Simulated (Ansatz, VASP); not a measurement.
# Cu3N in VASP and in Ansatz

```
CELL_PARAMETERS angstrom
3.76448 0.00000 0.00000
0.00000 3.76448 0.00000
0.00000 0.00000 3.76448
ATOMIC_POSITIONS crystal
Cu 0.50000 0.00000 0.00000
Cu 0.00000 0.50000 0.00000
Cu 0.00000 0.00000 0.50000
N 0.00000 0.00000 0.00000
```

Alike in both runs: functional PBEsol; k mesh 8 × 8 × 8; occupations fermi-dirac, width 0.1 eV; no spin polarisation.

Ansatz relaxed the structure, and its values are those at the end. VASP's run is a single point on that final structure, the one shown.

|  | VASP | Ansatz |
| --- | --- | --- |
| version | VASP 6.6.1 | Ansatz 0.2.0 |
| potentials or method | VASP PAW PBE potentials, release 64 (Cu, N), cutoff 600 eV | PAW plane waves |
| valence electrons in the cell | 38 | 62 |

Ansatz gave:

| Quantity | Value |
| --- | --- |
| gap on the k mesh at the Fermi level (eV) | none |
| pressure (GPa) | 0.0 |

Q: Which values does VASP return?

A: gap on the k mesh at the Fermi level (eV): none; pressure (GPa): 0.7.

VASP's potentials were made for PBE, not for PBEsol, and Ansatz warns of the same on its side. A gap of «none» marks a metal or a gap that the smearing closes. VASP's potentials hold 38 valence electrons a cell and Ansatz's 62, so a difference there can come from the potentials and not from the codes.
